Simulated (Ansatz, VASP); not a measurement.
**Two plane-wave programs on Ir**

```
Ir
1.0
     2.70938    0.00000    0.00000
     0.00000    3.83164    0.00000
     0.00000    0.00000   21.41880
Ir
5
Direct
  0.00000 0.00000 0.37350
  0.50000 0.50000 0.43675
  0.00000 0.00000 0.50000
  0.50000 0.50000 0.56325
  0.00000 0.00000 0.62650
```

Alike in both runs: task single point; functional PBEsol; k mesh 15 × 11 × 1; occupations fermi-dirac, width 0.1 eV; no spin polarisation.

|  | VASP | Ansatz |
| --- | --- | --- |
| version | VASP 6.6.1 | Ansatz 0.2.0 |
| potentials or method | VASP PAW PBE potentials, release 64 (Ir) | PAW with Ansatz's default frozen-core files, scalar-relativistic |
| plane-wave cutoff (eV) | 520 | 420 |
| valence electrons in the cell | 45 | 85 |

|  | VASP | Ansatz | Ansatz less VASP |
| --- | --- | --- | --- |
| rms of the force components (eV/Å) | 0.826 | 0.836 | +0.0099 |

VASP's potentials were made for PBE, not for PBEsol. Atom by atom the forces differ by 0.022 eV/Å (rms over components). VASP's potentials hold 45 valence electrons a cell and Ansatz's 85, so a difference there can come from the potentials and not from the codes.

Neither program's run includes spin-orbit coupling.
